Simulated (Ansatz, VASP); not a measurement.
# BaS: VASP beside Ansatz

The input POSCAR:

```
BaS
1.0
    0.0000000000      3.1463423467      3.1463423467
    3.1463423467      0.0000000000      3.1463423467
    3.1463423467      3.1463423467      0.0000000000
Ba S
1 1
Direct
    0.0000000000      0.0000000000      0.0000000000
    0.5000000000      0.5000000000      0.5000000000
```

Contents of INCAR.step1:

```
ALGO     = Normal         # electronic algorithm
EDIFF    = 1E-4           # SCF threshold, eV
ENCUT    = 520            # plane-wave cutoff, eV
GGA      = PE             # functional
ISMEAR   = 0              # smearing method
LASPH    = True           # aspherical terms in the spheres
LCHARG   = False          # write CHGCAR
LREAL    = False          # projectors in reciprocal space
LWAVE    = True           # write WAVECAR
NBANDS   = 15             # bands
NELM     = 80             # most SCF steps
PREC     = Accurate       # precision mode
SIGMA    = 0.01           # smearing width, eV
```

File INCAR.step2:

```
ALGO     = Normal         # electronic algorithm
EDIFF    = 1E-6           # SCF threshold, eV
ENCUT    = 520            # plane-wave cutoff, eV
ISIF     = 2              # what is computed and relaxed
ISMEAR   = 0              # smearing method
ISTART   = 1            
LASPH    = True           # aspherical terms in the spheres
LCHARG   = False          # write CHGCAR
LMIXTAU  = True         
LREAL    = False          # projectors in reciprocal space
LWAVE    = False          # write WAVECAR
METAGGA  = R2SCAN         # meta-GGA
NBANDS   = 15             # bands
NELM     = 80             # most SCF steps
PREC     = Accurate       # precision mode
SIGMA    = 0.01           # smearing width, eV
```

File KPOINTS:

```
k-points
0
Gamma
  6 6 6
```

Input for Ansatz:

```yaml
crystal:
  lattice:
    - [0.0, 3.1463423467, 3.1463423467]
    - [3.1463423467, 0.0, 3.1463423467]
    - [3.1463423467, 3.1463423467, 0.0]
  atoms:
    - { symbol: Ba, position: [0.0, 0.0, 0.0] }
    - { symbol: S, position: [0.5, 0.5, 0.5] }
kpoints:
  mp_grid: { grid: [6, 6, 6] }
hamiltonian:
  xc: r2scan
scf:
  occupations: { method: fixed }
  n_extra_bands: 4
output:
  forces: true
  stress: true
  eigenvalues: true
```

Alike in both runs: task single point; functional r2SCAN; k mesh 6 × 6 × 6; no spin polarisation.

```csv
,VASP,Ansatz
version,VASP 6.6.1,Ansatz 0.2.0
potentials or method,"VASP PAW PBE potentials, release 64 (Ba_sv, S)","plane waves, PAW"
plane-wave cutoff (eV),520,500
occupations,"gaussian, width 0.01 eV",fixed
valence electrons in the cell,16,16
```

VASP gave:

```
gap on the k mesh at the Fermi level (eV) : 2.38
pressure (GPa)                            : 3.9
```

Task: Estimate Ansatz's values.

Result: gap on the k mesh at the Fermi level (eV): 2.48; pressure (GPa): 3.2.

VASP's potentials were made for PBE, not for r2SCAN.

Spin-orbit coupling is off throughout.
